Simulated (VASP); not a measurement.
# Cd2C (fluorite type) (Fm-3m) in VASP: a series of runs

Cd2C (fluorite type) is run at these levels: PBE; tasks: single point.

Everything below comes from runs of VASP 6.6.1. Logs are shortened: lines on timing, memory, paths and dates and some standing lists are left out, and cuts for length are marked.

## (1) The cell of the first run

The structure is cubic, space group Fm-3m (No. 225). The conventional cell has a = 5.887 Å, b = 5.887 Å, c = 5.887 Å, α = 90.00°, β = 90.00°, γ = 90.00°. C (site symmetry m-3m) has 8 Cd at 2.55 Å within 3.4 Å. Within 3.4 Å of Cd (site symmetry -43m) lie 4 C at 2.55 Å and 6 Cd at 2.94 Å.

## (2) Single point, PBE

INCAR

```
  PREC = Accurate
  ENCUT = 520
  EDIFF = 1E-6
  ISMEAR = -1
  SIGMA = 0.03
  LREAL = F
  LASPH = T
  NELM = 100
  ALGO = Normal
  ISIF = 2
  LWAVE = F
  LCHARG = F
  GGA = PE
  NBANDS = 21
```

KPOINTS

```
Automatic mesh
0
Gamma
  10 10 10
```

POSCAR

```
Cd2C
1.0
    0.0000000000      2.9436491089      2.9436491089
    2.9436491089      0.0000000000      2.9436491089
    2.9436491089      2.9436491089      0.0000000000
C Cd
1 2
Direct
    0.0000000000      0.0000000000      0.0000000000
    0.2500000000      0.2500000000      0.2500000000
    0.7500000000      0.7500000000      0.7500000000
```

Potentials or basis: VASP PAW PBE potentials, release 64 (C, Cd).

Launch:

```sh
$ cat potpaw_PBE.64/C/POTCAR potpaw_PBE.64/Cd/POTCAR > POTCAR
$ mpirun -np 1 vasp_std > vasp.out
```

OUTCAR:

```text
PREC = Accurate
   ENCUT = 520
   EDIFF = 1E-6
   ISMEAR = -1
   LREAL = F
   LASPH = T
   NELM = 100
   ISIF = 2
   GGA = PE

 ion  position               nearest neighbor table
   1  0.000  0.000  0.000-   3 2.55   3 2.55   3 2.55   2 2.55   3 2.55   2 2.55   2 2.55   2 2.55

   2  0.250  0.250  0.250-   1 2.55   1 2.55   1 2.55   1 2.55   3 2.94   3 2.94   3 2.94   3 2.94
                             3 2.94   3 2.94
   3  0.750  0.750  0.750-   1 2.55   1 2.55   1 2.55   1 2.55   2 2.94   2 2.94   2 2.94   2 2.94
                             2 2.94   2 2.94

  LATTYP: Found a face centered cubic cell.
 ALAT       =     5.8872982178

  Lattice vectors:

 A1 = (   0.0000000000,   2.9436491089,   2.9436491089)
 A2 = (   2.9436491089,   0.0000000000,   2.9436491089)
 A3 = (   2.9436491089,   2.9436491089,   0.0000000000)

Analysis of symmetry for initial positions (statically):
=====================================================================
 Subroutine PRICEL returns:
 Original cell was already a primitive cell.

 Routine SETGRP: Setting up the symmetry group for a
 face centered cubic supercell.

 Subroutine GETGRP returns: Found 48 space group operations
 (whereof 48 operations were pure point group operations)
 out of a pool of 48 trial point group operations.

The static configuration has the point symmetry O_h .

Analysis of symmetry for dynamics (positions and initial velocities):
=====================================================================
 Subroutine PRICEL returns:
 Original cell was already a primitive cell.

 Routine SETGRP: Setting up the symmetry group for a
 face centered cubic supercell.

 Subroutine GETGRP returns: Found 48 space group operations
 (whereof 48 operations were pure point group operations)
 out of a pool of 48 trial point group operations.

The dynamic configuration has the point symmetry O_h .

 Subroutine INISYM returns: Found 48 space group operations
 (whereof 48 operations are pure point group operations),
 and found     1 'primitive' translations

----------------------------------------------------------------------------------------

                                     Primitive cell

  volume of cell :      51.0139

  direct lattice vectors                    reciprocal lattice vectors
[... 84 lines left out ...]
   LNONCOLLINEAR =      F non collinear calculations
   LSORBIT =      F    spin-orbit coupling
   LASPH  =      T    aspherical Exc in radial PAW
   ENCUT  =  520.0 eV  38.22 Ry    6.18 a.u.   7.74  7.74  7.74*2*pi/ulx,y,z
   NELM   =    100;   NELMIN=  2; NELMDL= -5     # of ELM steps
   EDIFF  = 0.1E-05   stopping-criterion for ELM
   LREAL  =      F    real-space projection
   EDIFFG = 0.1E-04   stopping-criterion for IOM
   NSW    =      0    number of steps for IOM
   IBRION =     -1    ionic relax: 0-MD 1-quasi-New 2-CG
   NFREE  =      0    steps in history (QN), initial steepest desc. (CG)
   ISIF   =      2    stress and relaxation
   ISYM   =      2    0-nonsym 1-usesym 2-fastsym
   POTIM  = 0.5000    time-step for ionic-motion
   TEBEG  =    0.0;   TEEND  =   0.0 temperature during run
   PSTRESS=    0.0 pullay stress
   NELECT =      28.0000    total number of electrons
   NUPDOWN=      -1.0000    fix difference up-down
   EMIN   =  10.00;   EMAX   =-10.00  energy-range for DOS
   EFERMI =   0.00;   METHOD = LEGACY
   ISMEAR =    -1;   SIGMA  =   0.03  broadening in eV -4-tet -1-fermi 0-gaus
   EFERMI_NEDOS =   21; number of points for ismear=-14 and -15
   IALGO  =     38    algorithm
   IMIX   =      4    mixing-type and parameters
     AMIX     =   0.40;   BMIX     =  1.00
     AMIX_MAG =   1.60;   BMIX_MAG =  1.00
  volume/ion in A,a.u.               =      17.00       114.75
  Fermi-wavevector in a.u.,A,eV,Ry     =   1.340391  2.532972 24.444877  1.796648
  Thomas-Fermi vector in A             =   2.468707
   LORBIT       =      0    0 simple, 1 ext, 2 COOP (PROOUT), +10 PAW based schemes
   GGA     = PE    functional components
   LHFCALC =     F    Hartree Fock is set to
   AEXX    =    0.0000 exact exchange contribution
   IVDW    =     0    specifies the selected vdW correction
   LEPSILON=     F    determine dielectric tensor
   LRPA    =     F    only Hartree local field effects (RPA)
 non-spin polarized calculation
  energy-cutoff  :      520.00
  volume of cell :       51.01
 maximum number of plane-waves:      1390
   NGX = 15   NGY = 15   NGZ = 15

 number of electron      28.0000012 magnetization

 Free energy of the ion-electron system (eV)
  ---------------------------------------------------
  ext. energy  EPLUGINS =         0.00000000
  ---------------------------------------------------
  free energy    TOTEN  =        -7.30431702 eV

  energy without entropy =       -7.30313908  energy(sigma->0) =       -7.30372805

 E-fermi :   3.1993     XC(G=0): -11.0812

 val. band max:        3.1833183036   @ k =   0.2000   0.0000   0.0000
 cond. band min:       3.2331251358   @ k =  -0.1000   0.1000   0.0000
 fundamental gap:      0.0498068323
 Fermi energy:         3.1993394176

 k-point     1 :       0.0000    0.0000    0.0000
  band No.  band energies     occupation
      1      -8.4545      2.00000
      2      -6.4868      2.00000
      3      -6.4868      2.00000
      4      -6.3556      2.00000
      5      -6.3556      2.00000
      6      -6.3556      2.00000
[... 565 lines left out ...]
     20      15.0870      0.00000
     21      15.4525      0.00000

 [... further k-points ...]

------------------------ aborting loop because EDIFF is reached ----------------------------------------

  FORCE on cell =-STRESS in cart. coord.  units (eV):
  Direction    XX          YY          ZZ          XY          YZ          ZX
  --------------------------------------------------------------------------------------
  -------------------------------------------------------------------------------------
  Total        0.2173628      0.2173628      0.2173628      0.0000000     -0.0000000      0.0000000
  in kB        6.8266508      6.8266508      6.8266508      0.0000000     -0.0000000      0.0000000
  external PRESSURE =       6.8266508 kB  Pullay stress =       0.0000000 kB

 VOLUME and BASIS-vectors are now :
 -----------------------------------------------------------------------------
  energy-cutoff  :      520.00
  volume of cell :       51.01
      direct lattice vectors                 reciprocal lattice vectors
     0.000000000  2.943649109  2.943649109    -0.169857202  0.169857202  0.169857202
     2.943649109  0.000000000  2.943649109     0.169857202 -0.169857202  0.169857202
     2.943649109  2.943649109  0.000000000     0.169857202  0.169857202 -0.169857202

 POSITION                                       TOTAL-FORCE (eV/Angst)
 -----------------------------------------------------------------------------------
      0.00000      0.00000      0.00000         0.000000     -0.000000     -0.000000
      1.47182      1.47182      1.47182        -0.000000     -0.000000     -0.000000
      4.41547      4.41547      4.41547         0.000000      0.000000      0.000000
 -----------------------------------------------------------------------------------
    total drift:                               -0.000000     -0.000000      0.000000

  FREE ENERGIE OF THE ION-ELECTRON SYSTEM (eV)
  ---------------------------------------------------
  free  energy   TOTEN  =        -7.3043170218 eV

  energy  without entropy=       -7.3031390757  energy(sigma->0) =       -7.30372805
```

Wall time 33 s (1 thread of Intel Xeon 6975P-C (Granite Rapids), shared host); peak memory 0.2 GiB.

What came out:

```yaml
Free_energy: -7.3043 eV
Pressure: 0.7 GPa
Band_gap_on_the_k_mesh: zero (band 14 reaches 3.37 eV, above the bottom of band 15 at 2.83 eV)
```

Levels at points of the mesh, in eV from the Fermi level:
```csv
k point,band 10,band 11,band 12,band 13,band 14,band 15,band 16,band 17,band 18,band 19
"(0.00, 0.00, 0.00)",-7.77,-7.77,-1.86,0.17,0.17,0.17,3.96,3.96,3.96,7.42
"(0.50, 0.00, 0.00)",-8.67,-7.66,-5.95,-0.64,-0.64,-0.37,4.39,5.05,5.05,7.13
"(0.50, 0.50, 0.00)",-7.88,-7.79,-4.55,-2.60,-2.60,0.89,1.50,5.07,6.99,6.99
```

## (3) Single point, PBE

INCAR

```
SYSTEM = Cd2C
ALGO     = Normal         ! electronic algorithm
EDIFF    = 1E-7           ! SCF threshold, eV
ENCUT    = 520            ! plane-wave cutoff, eV
GGA      = PE             ! functional
ISIF     = 2              ! what is computed and relaxed
ISMEAR   = -1             ! smearing method
LASPH    = .True.         ! aspherical terms in the spheres
LCHARG   = .True.         ! write CHGCAR
LELF     = .True.         ! ELF
LREAL    = .False.        ! projectors in reciprocal space
LVHAR    = .True.       
LWAVE    = .False.        ! write WAVECAR
NBANDS   = 21             ! bands
NELM     = 80             ! most SCF steps
PREC     = Accurate       ! precision mode
SIGMA    = 0.03           ! smearing width, eV
```

KPOINTS

```
k-points
0
Gamma
  10 10 10
  0 0 0
```

POSCAR is that of step 2.

Potentials or basis: VASP PAW PBE potentials, release 64 (C, Cd).

Launch:

```sh
$ cat potpaw_PBE.64/C/POTCAR potpaw_PBE.64/Cd/POTCAR > POTCAR
$ mpirun -np 1 vasp_std > vasp.out
```

It took 49 s on 1 thread of Intel Xeon 6975P-C (Granite Rapids), shared host; peak memory 0.2 GiB.

The run converged. Its results:

| Property | Result |
| --- | --- |
| Free energy | -7.3043 eV |
| Pressure | 0.7 GPa |
| Band gap on the k mesh | zero (band 14 reaches 3.37 eV, above the bottom of band 15 at 2.83 eV) |

Levels at points of the mesh, in eV from the Fermi level:
```csv
k point,band 10,band 11,band 12,band 13,band 14,band 15,band 16,band 17,band 18,band 19
"(0.00, 0.00, 0.00)",-7.77,-7.77,-1.86,0.17,0.17,0.17,3.96,3.96,3.96,7.42
"(0.50, 0.00, 0.00)",-8.67,-7.66,-5.95,-0.64,-0.64,-0.36,4.39,5.05,5.05,7.13
"(0.50, 0.50, 0.00)",-7.88,-7.79,-4.55,-2.60,-2.60,0.89,1.50,5.07,6.99,6.99
```
